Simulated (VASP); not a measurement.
**Sc2GeTe5: single point with PBE**

Crystal: Sc2GeTe5.

```
Sc Ge Te
1.0
     3.02377   -4.58260    0.00000
     3.02377    4.58260    0.00000
     0.00000    0.00000    9.61661
Sc Ge Te
2 1 5
Direct
  0.80864 0.19136 0.50000
  0.19136 0.80864 0.50000
  0.00000 0.00000 0.00000
  0.23978 0.76022 0.20334
  0.76022 0.23978 0.20334
  0.23978 0.76022 0.79666
  0.76022 0.23978 0.79666
  0.50000 0.50000 0.50000
```

The cell was built from a structure type or drawn by symmetry, and may not be a known phase.

| Property | Result |
| --- | --- |
| Program | VASP 6.6.1 |
| Task | single point |
| Functional | PBE |
| Potentials or basis | VASP PAW PBE potentials, release 64 (Sc_sv, Ge_d, Te) |
| Cutoff | 520 eV |
| k mesh | 4 × 4 × 2 |
| Occupations | gaussian, width 0.2 eV |
| Spin | no spin polarisation |

| Property | Result |
| --- | --- |
| Pressure | 0.1 GPa |
| Largest force | 0.045 eV/Å |
| Band gap on the k mesh | zero (bands 33 and 34 overlap by 0.81 eV) |

Forces on the atoms (eV/Å):
```
Sc   0.000  0.012  0.000
Sc   0.000 -0.012  0.000
Ge   0.000  0.000  0.000
Te   0.000  0.007  0.044
Te   0.000 -0.007  0.044
Te   0.000  0.007 -0.044
Te   0.000 -0.007 -0.044
Te   0.000  0.000  0.000
```

Stress tensor (GPa, compression positive):
```
 0.32  0.00  0.00
 0.00 -0.02  0.00
 0.00  0.00 -0.08
```

Levels at points of the mesh, in eV from the Fermi level:
| k point | band 31 | band 32 | band 33 | band 34 | band 35 | band 36 |
| --- | --- | --- | --- | --- | --- | --- |
| (0.00, 0.00, 0.00) | -0.40 | -0.38 | -0.23 | -0.04 | 0.59 | 0.62 |
| (0.50, 0.00, 0.00) | -0.99 | -0.95 | -0.33 | -0.18 | 0.10 | 0.63 |
| (0.50, 0.50, 0.00) | -0.61 | -0.27 | 0.05 | 0.39 | 0.40 | 0.42 |
| (0.00, 0.00, 0.50) | -0.92 | -0.29 | -0.08 | 0.20 | 0.44 | 0.48 |
| (0.50, 0.00, 0.50) | -1.02 | -0.96 | -0.96 | -0.62 | -0.01 | 0.46 |
| (0.50, 0.50, 0.50) | -0.18 | -0.17 | 0.15 | 0.45 | 0.59 | 0.83 |

Run time: 2.2 min on 1 thread of Intel(R) Xeon(R) 6975P-C (Granite Rapids) (shared host), peak memory 0.43 GiB.

Caveat: spin-orbit coupling is left out, which moves the levels of the heavy elements.
